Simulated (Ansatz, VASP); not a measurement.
## Two plane-wave programs on Li2O

The input POSCAR:

```
Li2O
1.0
    0.0000000000      2.2632722501      2.2632722501
    2.2632722501      0.0000000000      2.2632722501
    2.2632722501      2.2632722501      0.0000000000
O Li
1 2
Direct
    0.0000000000      0.0000000000      0.0000000000
    0.2500000000      0.2500000000      0.2500000000
    0.7500000000      0.7500000000      0.7500000000
```

File INCAR.step1:

```
SYSTEM = Li2O
PREC = Accurate
ENCUT = 830
ISMEAR = 0
SIGMA = 0.01
LREAL = .FALSE.
LASPH = .TRUE.
NELM = 120
NBANDS = 13
GGA = PE
ALGO = Normal
EDIFF = 1E-5
LWAVE = .TRUE.
LCHARG = .FALSE.
GGA_COMPAT = .FALSE.
```

File INCAR.step2:

```
SYSTEM = Li2O
PREC = Accurate
ENCUT = 830
EDIFF = 1E-6
ISMEAR = 0
SIGMA = 0.01
LREAL = .FALSE.
LASPH = .TRUE.
NELM = 120
ALGO = Normal
ISIF = 2
LWAVE = .FALSE.
LCHARG = .TRUE.
METAGGA = R2SCAN
LMIXTAU = .TRUE.
LELF = .TRUE.
LVHAR = .TRUE.
NBANDS = 13
ISTART = 1
GGA_COMPAT = .FALSE.
```

KPOINTS

```
Automatic mesh
0
G
  8 8 8
  0 0 0
```

Input for Ansatz:

```yaml
crystal:
  lattice:
    - [0.0, 2.2632722501, 2.2632722501]
    - [2.2632722501, 0.0, 2.2632722501]
    - [2.2632722501, 2.2632722501, 0.0]
  atoms:
    - { symbol: O, position: [0.0, 0.0, 0.0] }
    - { symbol: Li, position: [0.25, 0.25, 0.25] }
    - { symbol: Li, position: [0.75, 0.75, 0.75] }
kpoints:
  mp_grid: { grid: [8, 8, 8] }
hamiltonian:
  xc: r2scan
scf:
  occupations: { method: fixed }
  n_extra_bands: 4
output:
  forces: true
  stress: true
  eigenvalues: true
```

Alike in both runs: task single point; functional r2SCAN; k mesh 8 × 8 × 8; no spin polarisation.

|  | VASP | Ansatz |
| --- | --- | --- |
| version | VASP 6.6.1 | Ansatz 0.2.0 |
| potentials or method | VASP PAW PBE potentials, release 64 (O, Li_sv) | plane waves, PAW |
| plane-wave cutoff (eV) | 830 | 500 |
| occupations | gaussian, width 0.01 eV | fixed |
| valence electrons in the cell | 12 | 12 |

Ansatz gave:

| Item | Value |
| --- | --- |
| gap on the k mesh at the Fermi level (eV) | 5.83 |
| pressure (GPa) | 2.8 |

Question: Which values does VASP return?

Answer: gap on the k mesh at the Fermi level (eV): 5.79; pressure (GPa): 3.4.

VASP's potentials were made for PBE, not for r2SCAN.
